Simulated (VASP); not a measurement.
# BaH6Rh (Fm-3m) in VASP: a series of runs

The runs below take BaH6Rh through relaxation of cell and atoms, single point, with PBE.

Everything below comes from runs of VASP 6.6.1. Logs are shortened: lines on timing, memory, paths and dates and some standing lists are left out, and cuts for length are marked.

## 1. The cell of the first run

Symmetry: Fm-3m, No. 225, cubic system. The conventional cell has a = 8.308 Å, b = 8.308 Å, c = 8.308 Å, α = 90.00°, β = 90.00°, γ = 90.00°. Within 2.8 Å of Ba (site symmetry m-3m) lie 6 H at 2.08 Å. Within 2.8 Å of H (site symmetry 4mm) lie 1 Ba at 2.08 Å and 1 Rh at 2.08 Å. Rh (site symmetry m-3m) has 6 H at 2.08 Å within 2.8 Å.

## 2. Relaxation of cell and atoms, PBE

INCAR

```
SYSTEM = BaH6Rh
PREC     = Accurate       ! precision mode
ENCUT    = 600            ! plane-wave cutoff, eV
EDIFF    = 1E-6           ! SCF threshold, eV
ISMEAR   = 0              ! smearing method
SIGMA    = 0.1            ! smearing width, eV
LREAL    = .FALSE.        ! projectors in reciprocal space
LASPH    = .TRUE.         ! aspherical terms in the spheres
NELM     = 80             ! most SCF steps
ALGO     = Normal         ! electronic algorithm
ISIF     = 3              ! what is computed and relaxed
LWAVE    = .FALSE.        ! write WAVECAR
LCHARG   = .FALSE.        ! write CHGCAR
GGA      = PE             ! functional
IBRION   = 2              ! ionic algorithm
NSW      = 90             ! ionic steps
EDIFFG   = -0.04          ! ionic threshold
```

KPOINTS

```
Automatic mesh
0
G
  4 4 4
  0 0 0
```

POSCAR

```
BaH6Rh
1.0
    0.0000000000      4.1540092700      4.1540092700
    4.1540092700      0.0000000000      4.1540092700
    4.1540092700      4.1540092700      0.0000000000
Ba H Rh
1 6 1
Direct
    0.5000000000      0.5000000000      0.5000000000
    0.7500000000      0.2500000000      0.2500000000
    0.2500000000      0.7500000000      0.7500000000
    0.2500000000      0.7500000000      0.2500000000
    0.7500000000      0.2500000000      0.7500000000
    0.2500000000      0.2500000000      0.7500000000
    0.7500000000      0.7500000000      0.2500000000
    0.0000000000      0.0000000000      0.0000000000
```

Potentials or basis: VASP PAW PBE potentials, release 64 (Ba_sv, H, Rh_pv).

Started as:

```
$ cat potpaw_PBE.64/Ba_sv/POTCAR potpaw_PBE.64/H/POTCAR potpaw_PBE.64/Rh_pv/POTCAR > POTCAR
$ mpirun -np 1 vasp_std > vasp.out
```

OUTCAR:

```text
SYSTEM = BaH6Rh
   PREC = Accurate
   ENCUT = 600
   EDIFF = 1E-6
   ISMEAR = 0
   LREAL = .FALSE.
   LASPH = .TRUE.
   NELM = 80
   ISIF = 3
   GGA = PE
   IBRION = 2
   NSW = 90
   EDIFFG = -0.04

 ion  position               nearest neighbor table
   1  0.500  0.500  0.500-   2 2.08   3 2.08   4 2.08   5 2.08   6 2.08   7 2.08
   2  0.750  0.250  0.250-   1 2.08   8 2.08
   3  0.250  0.750  0.750-   1 2.08   8 2.08
   4  0.250  0.750  0.250-   1 2.08   8 2.08
   5  0.750  0.250  0.750-   1 2.08   8 2.08
   6  0.250  0.250  0.750-   1 2.08   8 2.08
   7  0.750  0.750  0.250-   1 2.08   8 2.08
   8  0.000  0.000  0.000-   2 2.08   3 2.08   4 2.08   5 2.08   6 2.08   7 2.08

  LATTYP: Found a face centered cubic cell.
 ALAT       =     8.3080185400

  Lattice vectors:

 A1 = (   0.0000000000,   4.1540092700,   4.1540092700)
 A2 = (   4.1540092700,   0.0000000000,   4.1540092700)
 A3 = (   4.1540092700,   4.1540092700,   0.0000000000)

Analysis of symmetry for initial positions (statically):
=====================================================================
 Subroutine PRICEL returns:
 Original cell was already a primitive cell.

 Routine SETGRP: Setting up the symmetry group for a
 face centered cubic supercell.

 Subroutine GETGRP returns: Found 48 space group operations
 (whereof 48 operations were pure point group operations)
 out of a pool of 48 trial point group operations.

The static configuration has the point symmetry O_h .

Analysis of symmetry for dynamics (positions and initial velocities):
=====================================================================
 Subroutine PRICEL returns:
 Original cell was already a primitive cell.

 Routine SETGRP: Setting up the symmetry group for a
 face centered cubic supercell.

 Subroutine GETGRP returns: Found 48 space group operations
 (whereof 48 operations were pure point group operations)
 out of a pool of 48 trial point group operations.

The dynamic configuration has the point symmetry O_h .

 Subroutine INISYM returns: Found 48 space group operations
 (whereof 48 operations are pure point group operations),
 and found     1 'primitive' translations

----------------------------------------------------------------------------------------

                                     Primitive cell

  volume of cell :     143.3614

  direct lattice vectors                    reciprocal lattice vectors
     0.000000000  4.154009270  4.154009270    -0.120365644  0.120365644  0.120365644
     4.154009270  0.000000000  4.154009270     0.120365644 -0.120365644  0.120365644
     4.154009270  4.154009270  0.000000000     0.120365644  0.120365644 -0.120365644

  length of vectors
     5.874656248  5.874656248  5.874656248     0.208479410  0.208479410  0.208479410

  position of ions in fractional coordinates (direct lattice)
     0.500000000  0.500000000  0.500000000
     0.750000000  0.250000000  0.250000000
     0.250000000  0.750000000  0.750000000
     0.250000000  0.750000000  0.250000000
     0.750000000  0.250000000  0.750000000
     0.250000000  0.250000000  0.750000000
     0.750000000  0.750000000  0.250000000
     0.000000000  0.000000000  0.000000000

  ion indices of the primitive-cell ions
   primitive index   ion index
                 1           1
                 2           2
                 3           3
                 4           4
                 5           5
                 6           6
                 7           7
                 8           8

----------------------------------------------------------------------------------------

 KPOINTS: Automatic mesh

Automatic generation of k-mesh.
 Grid dimensions read from file:
 generate k-points for:    4    4    4

 Generating k-lattice:

  Cartesian coordinates                     Fractional coordinates (reciprocal lattice)
    -0.030091411  0.030091411  0.030091411     0.250000000  0.000000000  0.000000000
     0.030091411 -0.030091411  0.030091411     0.000000000  0.250000000  0.000000000
     0.030091411  0.030091411 -0.030091411     0.000000000  0.000000000  0.250000000

  Length of vectors
     0.052119853  0.052119853  0.052119853

  Shift w.r.t. Gamma in fractional coordinates (k-lattice)
     0.000000000  0.000000000  0.000000000

 Subroutine IBZKPT returns following result:
 ===========================================

 Found      8 irreducible k-points:

 Following reciprocal coordinates:
            Coordinates               Weight
  0.000000  0.000000  0.000000      1.000000
  0.250000  0.000000  0.000000      8.000000
  0.500000  0.000000  0.000000      4.000000
  0.250000  0.250000  0.000000      6.000000
  0.500000  0.250000  0.000000     24.000000
 -0.250000  0.250000  0.000000     12.000000
  0.500000  0.500000  0.000000      3.000000
 -0.250000  0.500000  0.250000      6.000000
   k-points           NKPTS =      8   k-points in BZ     NKDIM =      8   number of bands    NBANDS=     20
   number of dos      NEDOS =    301   number of ions     NIONS =      8
   total plane-waves  NPLWV = 110592
   dimension x,y,z NGX =    48 NGY =   48 NGZ =   48
   dimension x,y,z NGXF=    96 NGYF=   96 NGZF=   96
   ions per type =               1   6   1
   NGX,Y,Z   is equivalent  to a cutoff of  13.58, 13.58, 13.58 a.u.
   NGXF,Y,Z  is equivalent  to a cutoff of  27.17, 27.17, 27.17 a.u.
 SYSTEM =  BaH6Rh
   PREC   = accura    normal or accurate (medium, high low for compatibility)
   ISTART =      0    job   : 0-new  1-cont  2-samecut
   ICHARG =      2    charge: 1-file 2-atom 10-const
   ISPIN  =      1    spin polarized calculation?
   LNONCOLLINEAR =      F non collinear calculations
   LSORBIT =      F    spin-orbit coupling
   LASPH  =      T    aspherical Exc in radial PAW
   ENCUT  =  600.0 eV  44.10 Ry    6.64 a.u.  11.73 11.73 11.73*2*pi/ulx,y,z
   NELM   =     80;   NELMIN=  2; NELMDL= -5     # of ELM steps
   EDIFF  = 0.1E-05   stopping-criterion for ELM
   LREAL  =      F    real-space projection
   EDIFFG = -.4E-01   stopping-criterion for IOM
   NSW    =     90    number of steps for IOM
   IBRION =      2    ionic relax: 0-MD 1-quasi-New 2-CG
   NFREE  =      1    steps in history (QN), initial steepest desc. (CG)
   ISIF   =      3    stress and relaxation
   ISYM   =      2    0-nonsym 1-usesym 2-fastsym
   POTIM  = 0.5000    time-step for ionic-motion
   TEBEG  =    0.0;   TEEND  =   0.0 temperature during run
   PSTRESS=    0.0 pullay stress
   NELECT =      31.0000    total number of electrons
   NUPDOWN=      -1.0000    fix difference up-down
   EMIN   =  10.00;   EMAX   =-10.00  energy-range for DOS
   EFERMI =   0.00;   METHOD = LEGACY
   ISMEAR =     0;   SIGMA  =   0.10  broadening in eV -4-tet -1-fermi 0-gaus
   EFERMI_NEDOS =   21; number of points for ismear=-14 and -15
   IALGO  =     38    algorithm
   IMIX   =      4    mixing-type and parameters
     AMIX     =   0.40;   BMIX     =  1.00
     AMIX_MAG =   1.60;   BMIX_MAG =  1.00
  volume/ion in A,a.u.               =      17.92       120.93
  Fermi-wavevector in a.u.,A,eV,Ry     =   0.982618  1.856878 13.136937  0.965538
  Thomas-Fermi vector in A             =   2.113714
   LORBIT       =      0    0 simple, 1 ext, 2 COOP (PROOUT), +10 PAW based schemes
   GGA     = PE    functional components
   LHFCALC =     F    Hartree Fock is set to
   AEXX    =    0.0000 exact exchange contribution
   IVDW    =     0    specifies the selected vdW correction
   LEPSILON=     F    determine dielectric tensor
   LRPA    =     F    only Hartree local field effects (RPA)
 conjugate gradient relaxation of ions
 non-spin polarized calculation
 Gauss-broadening in eV      SIGMA  =   0.10
  energy-cutoff  :      600.00
  volume of cell :      143.36
 maximum number of plane-waves:      4813
 NGX is ok and might be reduce to    48
   NGX = 23   NGY = 23   NGZ = 23

--------------------------------------- Ionic step        1  -------------------------------------------

 number of electron      31.0000006 magnetization

 Free energy of the ion-electron system (eV)
  ---------------------------------------------------
  ext. energy  EPLUGINS =         0.00000000
  ---------------------------------------------------
  free energy    TOTEN  =       -23.36901688 eV

  energy without entropy =      -23.32529768  energy(sigma->0) =      -23.34715728

------------------------ aborting loop because EDIFF is reached ----------------------------------------

  FORCE on cell =-STRESS in cart. coord.  units (eV):
  Direction    XX          YY          ZZ          XY          YZ          ZX
  --------------------------------------------------------------------------------------
  -------------------------------------------------------------------------------------
  Total       -2.5249073     -2.5249073     -2.5249073     -0.0000000     -0.0000000     -0.0000000
  in kB      -28.2178322    -28.2178322    -28.2178322     -0.0000000     -0.0000000     -0.0000000
  external PRESSURE =     -28.2178322 kB  Pullay stress =       0.0000000 kB
[... 107 lines left out ...]
  FREE ENERGIE OF THE ION-ELECTRON SYSTEM (eV)
  ---------------------------------------------------
  free  energy   TOTEN  =       -28.0470456888 eV

  energy  without entropy=      -27.9962792106  energy(sigma->0) =      -28.02166245

[... ionic steps 4 to 7 ...]

--------------------------------------- Ionic step        8  -------------------------------------------

 number of electron      31.0000004 magnetization

------------------------ aborting loop because EDIFF is reached ----------------------------------------

  FORCE on cell =-STRESS in cart. coord.  units (eV):
  Direction    XX          YY          ZZ          XY          YZ          ZX
  --------------------------------------------------------------------------------------
  -------------------------------------------------------------------------------------
  Total       -0.2954302     -0.2954302     -0.2954302     -0.0000000     -0.0000000     -0.0000000
  in kB       -3.3554034     -3.3554034     -3.3554034     -0.0000000     -0.0000000     -0.0000000
  external PRESSURE =      -3.3554034 kB  Pullay stress =       0.0000000 kB
[... 69 lines left out ...]
  energy  without entropy=      -28.8088013451  energy(sigma->0) =      -28.84798291

--------------------------------------- Ionic step       10  -------------------------------------------

 number of electron      31.0000005 magnetization

 Free energy of the ion-electron system (eV)
  ---------------------------------------------------
  ext. energy  EPLUGINS =         0.00000000
  ---------------------------------------------------
  free energy    TOTEN  =       -28.88759758 eV

  energy without entropy =      -28.80930965  energy(sigma->0) =      -28.84845362

 E-fermi :  -1.9695     XC(G=0):  -6.9273

 val. band max:       -1.9785109498   @ k =  -0.2500   0.2500   0.0000
 cond. band min:      -1.9300614726   @ k =   0.2500   0.2500   0.0000
 fundamental gap:      0.0484494773
 Fermi energy:        -1.9695092586

 k-point     1 :       0.0000    0.0000    0.0000
  band No.  band energies     occupation
      1     -46.7026      2.00000
      2     -46.7026      2.00000
      3     -46.7026      2.00000
      4     -28.1502      2.00000
      5     -13.3621      2.00000
      6     -13.3621      2.00000
[... 12 lines left out ...]
     19       2.9918      0.00000
[... 195 lines left out ...]
  FREE ENERGIE OF THE ION-ELECTRON SYSTEM (eV)
  ---------------------------------------------------
  free  energy   TOTEN  =       -28.8875975828 eV

  energy  without entropy=      -28.8093096480  energy(sigma->0) =      -28.84845362

 reached required accuracy - stopping structural energy minimisation
```

Wall time 3.1 min (1 thread of Intel Xeon 6975P-C (Granite Rapids), shared host); peak memory 0.36 GiB.

What came out:

| Property | Result |
| --- | --- |
| Free energy | -28.8876 eV |
| Relaxed volume | 17.74 Å³/atom |
| Relaxed cell | a = 5.855 Å, b = 5.855 Å, c = 5.855 Å, α = 60.00°, β = 60.00°, γ = 60.00° |
| Space group after relaxing (to 0.05 Å) | Fm-3m (No. 225) |
| Energy gained by relaxing | 689.8 meV/atom |
| Ionic steps | 10 |
| Pressure after relaxing | 0.0 GPa |

The path:
```csv
step,energy change (eV),largest force (eV/Å),pressure (GPa),volume (Å³)
1,0.0000,3.5292,-2.82,143.36
2,-3.3371,2.6814,-3.41,136.91
3,-4.6780,2.2933,9.36,125.45
4,-5.2545,0.9886,-0.02,130.90
5,-5.4100,0.2987,1.87,129.39
6,-5.4177,0.0804,2.45,128.97
7,-5.4851,0.1480,1.00,134.66
8,-5.5086,0.2218,-0.34,141.07
9,-5.5181,0.0480,0.09,142.11
10,-5.5186,0.0001,0.01,141.93
```

Final structure:
```yaml
crystal:
  lattice:
    - [0.00000, 4.14013, 4.14013]
    - [4.14013, 0.00000, 4.14013]
    - [4.14013, 4.14013, 0.00000]
  atoms:
    - { symbol: Ba, position: [0.50000, 0.50000, 0.50000] }
    - { symbol: H, position: [0.80103, 0.19897, 0.19897] }
    - { symbol: H, position: [0.19897, 0.80103, 0.80103] }
    - { symbol: H, position: [0.19897, 0.80103, 0.19897] }
    - { symbol: H, position: [0.80103, 0.19897, 0.80103] }
    - { symbol: H, position: [0.19897, 0.19897, 0.80103] }
    - { symbol: H, position: [0.80103, 0.80103, 0.19897] }
    - { symbol: Rh, position: [0.00000, 0.00000, 0.00000] }
```

Caveat: spin-orbit coupling is left out, which moves the levels of the heavy elements.

## 3. Single point, PBE, collinear spin, ferromagnetic start

This run uses another cell than the first one, of 17.34 Å³/atom, 0.968 times its volume.

INCAR

```
SYSTEM = BaH6Rh
ALGO     = Normal         ! electronic algorithm
EDIFF    = 1E-6           ! SCF threshold, eV
ENCUT    = 520            ! plane-wave cutoff, eV
GGA      = PE             ! functional
ISIF     = 2              ! what is computed and relaxed
ISMEAR   = 0              ! smearing method
ISPIN    = 2              ! spin polarisation
LASPH    = .TRUE.         ! aspherical terms in the spheres
LCHARG   = .FALSE.        ! write CHGCAR
LMAXMIX  = 4              ! l up to which the mixer works
LORBIT   = 11             ! projections on sites
LREAL    = .FALSE.        ! projectors in reciprocal space
LWAVE    = .FALSE.        ! write WAVECAR
MAGMOM   = 0 0 0 0 0 0 0 1 ! initial moments
NBANDS   = 30             ! bands
NELM     = 150            ! most SCF steps
PREC     = Accurate       ! precision mode
SIGMA    = 0.1            ! smearing width, eV
```

KPOINTS

```
k-points
0
G
  4 4 4
  0 0 0
```

POSCAR

```
BaH6Rh
1.0
    0.0000000000      4.1087102700      4.1087102700
    4.1087102700      0.0000000000      4.1087102700
    4.1087102700      4.1087102700      0.0000000000
Ba H Rh
1 6 1
Direct
    0.5000000000      0.5000000000      0.5000000000
    0.7996983196      0.2003016804      0.2003016804
    0.2003016804      0.7996983196      0.7996983196
    0.2003016804      0.7996983196      0.2003016804
    0.7996983196      0.2003016804      0.7996983196
    0.2003016804      0.2003016804      0.7996983196
    0.7996983196      0.7996983196      0.2003016804
    0.0000000000      0.0000000000      0.0000000000
```

Potentials or basis: VASP PAW PBE potentials, release 64 (Ba_sv, H, Rh_pv).

Started as:

```
$ cat potpaw_PBE.64/Ba_sv/POTCAR potpaw_PBE.64/H/POTCAR potpaw_PBE.64/Rh_pv/POTCAR > POTCAR
$ mpirun -np 1 vasp_std > vasp.out
```

It took 78 s on 1 thread of Intel Xeon 6975P-C (Granite Rapids), shared host; peak memory 0.41 GiB.

The run converged. Its results:

* Free energy: -28.9310 eV
* Pressure: 0.7 GPa
* Largest force: 0.037 eV/Å
* Net moment: 0.91 μB per cell
* Site moments: Ba +0.00; H +0.01; Rh +0.66 μB
* Valence electrons inside the program's atomic spheres: Ba 7.86; H 0.56; Rh 13.92

Forces in eV/Å, atoms in the order of the input:
```
Ba   0.000  0.000  0.000
H   -0.037  0.000  0.000
H    0.037  0.000  0.000
H    0.000 -0.037  0.000
H    0.000  0.037  0.000
H    0.000  0.000 -0.037
H    0.000  0.000  0.037
Rh   0.000  0.000  0.000
```

Levels at points of the mesh, in eV from the Fermi level:
Spin up:
```csv
k point,band 14,band 15,band 16,band 17,band 18,band 19
"(0.00, 0.00, 0.00)",0.00,0.00,0.00,3.70,3.70,4.93
"(0.50, 0.00, 0.00)",-0.61,-0.59,-0.59,4.91,5.40,5.40
"(0.50, 0.50, 0.00)",-0.44,-0.18,-0.18,3.88,4.01,4.31
```
Spin down:
```csv
k point,band 13,band 14,band 15,band 16,band 17,band 18,band 19,band 20
"(0.00, 0.00, 0.00)",-0.12,0.15,0.15,0.15,3.82,3.82,4.97,4.97
"(0.50, 0.00, 0.00)",-0.82,-0.08,-0.05,-0.05,4.93,5.41,5.41,6.08
"(0.50, 0.50, 0.00)",-0.04,-0.04,-0.02,-0.02,3.99,4.13,4.37,5.99
```

Caveat: spin-orbit coupling is left out, which moves the levels of the heavy elements.
